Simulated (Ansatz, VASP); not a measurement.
## CaPtC4N4: VASP beside Ansatz

Contents of INCAR:

```
SYSTEM = CaPtC4N4
PREC = Accurate
ENCUT = 520
EDIFF = 1E-6
ISMEAR = 0
SIGMA = 0.1
LREAL = .FALSE.
LASPH = .TRUE.
NELM = 100
ALGO = Normal
ISIF = 2
LWAVE = .FALSE.
LCHARG = .FALSE.
GGA = PE
NBANDS = 39
```

File KPOINTS:

```
Automatic mesh
0
G
  4 4 4
  0 0 0
```

POSCAR

```
CaPtC4N4
1.0
    6.1008602900      0.0000000000      0.0000000000
    0.0000000000      6.1008602900      0.0000000000
    0.0000000000      0.0000000000      6.1008602900
Ca Pt C N
1 1 4 4
Direct
    0.0000000000      0.0000000000      0.0000000000
    0.5000000000      0.5000000000      0.5000000000
    0.1992997100      0.1992997100      0.1992997100
    0.1992997100      0.8007002900      0.8007002900
    0.8007002900      0.1992997100      0.8007002900
    0.8007002900      0.8007002900      0.1992997100
    0.3100217700      0.3100217700      0.3100217700
    0.3100217700      0.6899782300      0.6899782300
    0.6899782300      0.3100217700      0.6899782300
    0.6899782300      0.6899782300      0.3100217700
```

Input for Ansatz:

```yaml
crystal:
  lattice:
    - [6.10086029, 0.0, 0.0]
    - [0.0, 6.10086029, 0.0]
    - [0.0, 0.0, 6.10086029]
  atoms:
    - { symbol: Ca, position: [0.0, 0.0, 0.0] }
    - { symbol: Pt, position: [0.5, 0.5, 0.5] }
    - { symbol: C, position: [0.19929971, 0.19929971, 0.19929971] }
    - { symbol: C, position: [0.19929971, 0.80070029, 0.80070029] }
    - { symbol: C, position: [0.80070029, 0.19929971, 0.80070029] }
    - { symbol: C, position: [0.80070029, 0.80070029, 0.19929971] }
    - { symbol: "N", position: [0.31002177, 0.31002177, 0.31002177] }
    - { symbol: "N", position: [0.31002177, 0.68997823, 0.68997823] }
    - { symbol: "N", position: [0.68997823, 0.31002177, 0.68997823] }
    - { symbol: "N", position: [0.68997823, 0.68997823, 0.31002177] }
basis:
  ecutwfc: 420
kpoints:
  mp_grid: { grid: [4, 4, 4] }
hamiltonian:
  xc: pbe
scf:
  occupations: { method: gaussian, width: 0.1 }
  lower_state_search: "off"
output:
  forces: true
  stress: true
  eigenvalues: true
```

Alike in both runs: task single point; functional PBE; k mesh 4 × 4 × 4; occupations gaussian, width 0.1 eV; no spin polarisation.

```csv
,VASP,Ansatz
version,VASP 6.6.1,Ansatz 0.2.0
potentials or method,"VASP PAW PBE potentials, release 64 (Ca_sv, Pt, C, N), cutoff 520 eV","scalar-relativistic, plane waves, PAW"
valence electrons in the cell,56,64
```

|  | VASP | Ansatz | Ansatz less VASP |
| --- | --- | --- | --- |
| gap on the k mesh at the Fermi level (eV) | none | none | - |
| pressure (GPa) | 10.4 | 10.0 | -0.37 |
| rms of the force components (eV/Å) | 1.150 | 1.252 | +0.1018 |

Atom by atom the forces differ by 0.179 eV/Å (rms over components). A gap of «none» marks a metal or a gap that the smearing closes. VASP's potentials hold 56 valence electrons a cell and Ansatz's 64, so a difference there can come from the potentials and not from the codes.

Neither program's run includes spin-orbit coupling. Noted on VASP's run: the standard files for N, O and F lose accuracy on very short bonds.
